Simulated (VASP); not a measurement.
# Rb (Im-3m) in VASP: further runs, part 2 of 2

VASP 6.6.1. The steps go on from the part before.

## (3) Relaxation of cell and atoms, PBE

File INCAR:

```
  PREC = Accurate
  ENCUT = 600
  EDIFF = 1E-6
  ISMEAR = -1
  SIGMA = 0.05
  LREAL = F
  LASPH = T
  NELM = 60
  ALGO = Normal
  ISIF = 3
  LWAVE = F
  LCHARG = F
  GGA = PE
  IBRION = 2
  NSW = 60
  EDIFFG = -0.005
```

File KPOINTS:

```
regular mesh
0
Gamma
  10 10 10
```

File POSCAR:

```
Rb
1.0
   -2.8359004032      2.8359004032      2.8359004032
    2.8359004032     -2.8359004032      2.8359004032
    2.8359004032      2.8359004032     -2.8359004032
Rb
1
Direct
    0.0000000000      0.0000000000      0.0000000000
```

Potentials or basis: VASP PAW PBE potentials, release 64 (Rb_sv).

The run is started by

```sh
$ cat potpaw_PBE.64/Rb_sv/POTCAR > POTCAR
$ mpirun -np 1 vasp_std > vasp.out
```

OUTCAR:

```text
PREC = Accurate
   ENCUT = 600
   EDIFF = 1E-6
   ISMEAR = -1
   LREAL = F
   LASPH = T
   NELM = 60
   ISIF = 3
   GGA = PE
   IBRION = 2
   NSW = 60
   EDIFFG = -0.005

 ion  position               nearest neighbor table
   1  0.000  0.000  0.000-

  LATTYP: Found a body centered cubic cell.
 ALAT       =     5.6718008064

  Lattice vectors:

 A1 = (  -2.8359004032,   2.8359004032,   2.8359004032)
 A2 = (   2.8359004032,  -2.8359004032,   2.8359004032)
 A3 = (   2.8359004032,   2.8359004032,  -2.8359004032)

Analysis of symmetry for initial positions (statically):
=====================================================================
 Subroutine PRICEL returns:
 Original cell was already a primitive cell.

 Routine SETGRP: Setting up the symmetry group for a
 body centered cubic supercell.

 Subroutine GETGRP returns: Found 48 space group operations
 (whereof 48 operations were pure point group operations)
 out of a pool of 48 trial point group operations.

The static configuration has the point symmetry O_h .

Analysis of symmetry for dynamics (positions and initial velocities):
=====================================================================
 Subroutine PRICEL returns:
[... 156 lines left out ...]

 val. band max:        0.0060565359   @ k =  -0.3000   0.4000   0.2000
 cond. band min:       0.0884280227   @ k =  -0.4000   0.4000   0.2000
 fundamental gap:      0.0823714868
 Fermi energy:         0.0077482574

 k-point     1 :       0.0000    0.0000    0.0000
  band No.  band energies     occupation
      1     -28.8978      2.00000
      2     -12.9403      2.00000
      3     -12.9403      2.00000
      4     -12.9403      2.00000
      5      -1.9625      2.00000
      6       3.6827      0.00000
      7       3.6827      0.00000
      8       3.6827      0.00000
[... 243 lines left out ...]
 k-point    24 :      -0.3000    0.3000    0.1000
  band No.  band energies     occupation
      1     -28.8948      2.00000
      2     -13.0015      2.00000
      3     -12.9645      2.00000
      4     -12.9474      2.00000
      5      -0.8605      2.00000
      6       2.1220      0.00000
      7       2.9104      0.00000
      8       3.7600      0.00000

 [... further k-points ...]
[... 5 lines left out ...]
  --------------------------------------------------------------------------------------
  -------------------------------------------------------------------------------------
  Total        0.0017311      0.0017311      0.0017311      0.0000000     -0.0000000      0.0000000
  in kB        0.0304010      0.0304010      0.0304010      0.0000000     -0.0000000      0.0000000
  external PRESSURE =       0.0304010 kB  Pullay stress =       0.0000000 kB

 VOLUME and BASIS-vectors are now :
 -----------------------------------------------------------------------------
  energy-cutoff  :      600.00
  volume of cell :       91.23
      direct lattice vectors                 reciprocal lattice vectors
    -2.835900403  2.835900403  2.835900403     0.000000000  0.176310846  0.176310846
     2.835900403 -2.835900403  2.835900403     0.176310846  0.000000000  0.176310846
     2.835900403  2.835900403 -2.835900403     0.176310846  0.176310846  0.000000000

 POSITION                                       TOTAL-FORCE (eV/Angst)
 -----------------------------------------------------------------------------------
      0.00000      0.00000      0.00000         0.000000     -0.000000      0.000000
 -----------------------------------------------------------------------------------
    total drift:                                0.000000     -0.000000     -0.000000

  FREE ENERGIE OF THE ION-ELECTRON SYSTEM (eV)
  ---------------------------------------------------
  free  energy   TOTEN  =        -0.9376749726 eV

  energy  without entropy=       -0.9283044446  energy(sigma->0) =       -0.93298971

 reached required accuracy - stopping structural energy minimisation
```

It took 16 s on 1 thread of Intel Xeon 6975P-C (Granite Rapids), shared host; peak memory 0.24 GiB.

Results:

- Free energy: -0.9377 eV
- Pressure after relaxing: 0.0 GPa
- Band gap on the k mesh: zero (an odd number of electrons rules out a gap without spin polarisation)

Final structure:
```xyz
1
Lattice="-2.8359 2.8359 2.8359 2.8359 -2.8359 2.8359 2.8359 2.8359 -2.8359" Properties=species:S:1:pos:R:3 pbc="T T T"
Rb    0.0000    0.0000    0.0000
```

Levels at points of the mesh, in eV from the Fermi level:
```
           k point  band 1  band 2  band 3  band 4  band 5  band 6  band 7  band 8
(0.00, 0.00, 0.00)  -28.91  -12.95  -12.95  -12.95   -1.97    3.67    3.67    3.67
(0.50, 0.00, 0.00)  -28.90  -13.04  -12.98  -12.95    0.24    0.78    2.58    4.25
(0.50, 0.50, 0.50)  -28.90  -13.02  -13.02  -13.02    1.26    1.26    3.24    3.24
```

The gap in the log of VASP goes by the Fermi energy; the results here count the filled bands.